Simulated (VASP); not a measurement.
Crystal: Si2Mo.

```xyz
3
Lattice="-1.6000 1.6000 3.9305 1.6000 -1.6000 3.9305 1.6000 1.6000 -3.9305" Properties=species:S:1:pos:R:3 pbc="T T T"
Si    0.0000    0.0000    2.6177
Si    0.0000    0.0000    5.2433
Mo    0.0000    0.0000    0.0000
```

| Item | Value |
| --- | --- |
| Program | VASP 6.6.1 |
| Task | relaxation of cell and atoms |
| Functional | PBEsol |
| Potentials or basis | VASP PAW PBE potentials, release 64 (Si, Mo_sv) |
| Cutoff | 600 eV |
| k mesh | 18 × 18 × 18 |
| Occupations | gaussian, width 0.1 eV |
| Spin | no spin polarisation |

At the start: pressure -2.4 GPa; volume 13.42 Å³/atom.

Q: Where does the relaxation end?

A: Over 8 steps the energy falls by 2.9 meV/atom and the volume is 13.29 Å³/atom (-1.0 %); space group I4/mmm (No. 139, to 0.05 Å).

Step by step:
| step | energy change (eV) | largest force (eV/Å) | pressure (GPa) | volume (Å³) |
| --- | --- | --- | --- | --- |
| 1 | 0.0000 | 0.3273 | -2.40 | 40.25 |
| 2 | 0.0028 | 0.0427 | 4.61 | 39.09 |
| 3 | -0.0068 | 0.1671 | 0.70 | 39.71 |
| 4 | -0.0086 | 0.0046 | 0.00 | 39.86 |
| 5 | -0.0086 | 0.0002 | 0.00 | 39.86 |
| 6 | -0.0086 | 0.0031 | 0.01 | 39.86 |
| 7 | -0.0086 | 0.0042 | -0.01 | 39.86 |
| 8 | -0.0086 | 0.0040 | 0.01 | 39.86 |

Final structure:
```yaml
crystal:
  lattice:
    - [-1.59597, 1.59597, 3.91211]
    - [1.59597, -1.59597, 3.91211]
    - [1.59597, 1.59597, -3.91211]
  atoms:
    - { symbol: Si, position: [0.33503, 0.33503, 0.00000] }
    - { symbol: Si, position: [0.66497, 0.66497, 0.00000] }
    - { symbol: Mo, position: [0.00000, 0.00000, 0.00000] }
```

Caveat: the PAW data sets were made with another functional, which shifts forces and pressure a little.
